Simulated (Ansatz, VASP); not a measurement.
Cd in VASP and in Ansatz

File INCAR:

```
  PREC = Accurate
  ENCUT = 520
  EDIFF = 1E-6
  ISMEAR = -5
  SIGMA = 0.05
  LREAL = False
  LASPH = True
  NELM = 150
  ALGO = Normal
  ISIF = 2
  LWAVE = False
  LCHARG = True
  LNONCOLLINEAR = True
  MAGMOM = 0 0 0.5
  LORBIT = 11
  GGA = PS
  LVHAR = True
  NBANDS = 23
```

The input KPOINTS:

```
Automatic mesh
0
Gamma
  10 10 10
```

File POSCAR:

```
Cd
1.0
   -1.7602065844      1.7602065844      1.7602065844
    1.7602065844     -1.7602065844      1.7602065844
    1.7602065844      1.7602065844     -1.7602065844
Cd
1
Direct
    0.0000000000      0.0000000000      0.0000000000
```

input.yaml

```yaml
crystal:
  lattice:
    - [-1.7602065844, 1.7602065844, 1.7602065844]
    - [1.7602065844, -1.7602065844, 1.7602065844]
    - [1.7602065844, 1.7602065844, -1.7602065844]
  atoms:
    - { symbol: Cd, position: [0.0, 0.0, 0.0], spin: 0.5, spin_axis: [0.0, 0.0, 0.5] }
hamiltonian:
  xc: pbesol
  pseudopotentials: { kind: paw, accuracy: stringent, xc_functional: pbe }
magnetization:
  noncollinear: true
  spin_orbit: false
kpoints:
  mp_grid: { grid: [10, 10, 10] }
scf:
  occupations: { method: tetrahedron }
output:
  forces: true
  stress: true
```

Alike in both runs: task single point; functional PBEsol; k mesh 10 × 10 × 10; occupations tetrahedron; non-collinear spin.

|  | VASP | Ansatz |
| --- | --- | --- |
| version | VASP 6.6.1 | Ansatz 0.2.0 |
| potentials or method | VASP PAW PBE potentials, release 64 (Cd) | SSSP precision PAW |
| plane-wave cutoff (eV) | 520 | 1361 |
| valence electrons in the cell | 12 | 20 |

VASP gave:

| Item | Value |
| --- | --- |
| gap on the k mesh at the Fermi level (eV) | none |
| pressure (GPa) | -1.5 |
| traceless stress, the component that is largest in VASP (GPa) | -0.46 |
| net moment per atom (μB) | 0.00 |

Problem. Estimate Ansatz's values.

Solution. gap on the k mesh at the Fermi level (eV): none; pressure (GPa): -1.8; traceless stress, the component that is largest in VASP (GPa): 0.00; net moment per atom (μB): 0.00.

VASP's potentials were made for PBE, not for PBEsol. A gap of «none» marks a metal or a gap that the smearing closes. VASP's potentials hold 12 valence electrons a cell and Ansatz's 20, so a difference there can come from the potentials and not from the codes.
